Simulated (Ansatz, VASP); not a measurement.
**Two plane-wave programs on Zr2HS4**

```xyz
14
Lattice="7.2977 0.0000 0.0000 -3.6488 6.3200 0.0000 0.0000 0.0000 20.9172" Properties=species:S:1:pos:R:3 pbc="T T T"
S     1.8244    1.0533    4.0000
S     0.0000    4.2133    4.0000
S     5.4733    1.0533    4.0000
S     3.6488    4.2133    4.0000
S     0.0000    2.1067    6.9172
S    -1.8244    5.2666    6.9172
S     3.6488    2.1067    6.9172
S     1.8244    5.2666    6.9172
Zr    0.0000    0.0000    5.4586
Zr   -1.8244    3.1600    5.4586
Zr    3.6488    0.0000    5.4586
Zr    1.8244    3.1600    5.4586
H     0.0000    4.9416    8.6472
H     0.0000    5.5916    8.6472
```

Alike in both runs: task single point; functional PBE; dispersion D3(BJ); k mesh 6 × 6 × 1; occupations gaussian, width 0.05 eV; no spin polarisation.

```csv
,VASP,Ansatz
version,VASP 6.6.1,Ansatz 0.2.0
potentials or method,"VASP PAW PBE potentials, release 64 (S, Zr_sv, H), cutoff 400 eV","scalar-relativistic, plane waves, PAW"
valence electrons in the cell,98,98
```

```csv
,VASP,Ansatz,Ansatz less VASP
gap on the k mesh at the Fermi level (eV),1.10,1.10,+0.003
least direct gap on the mesh (eV),1.10,1.10,+0.003
rms of the force components (eV/Å),1.040,1.034,-0.0054
```
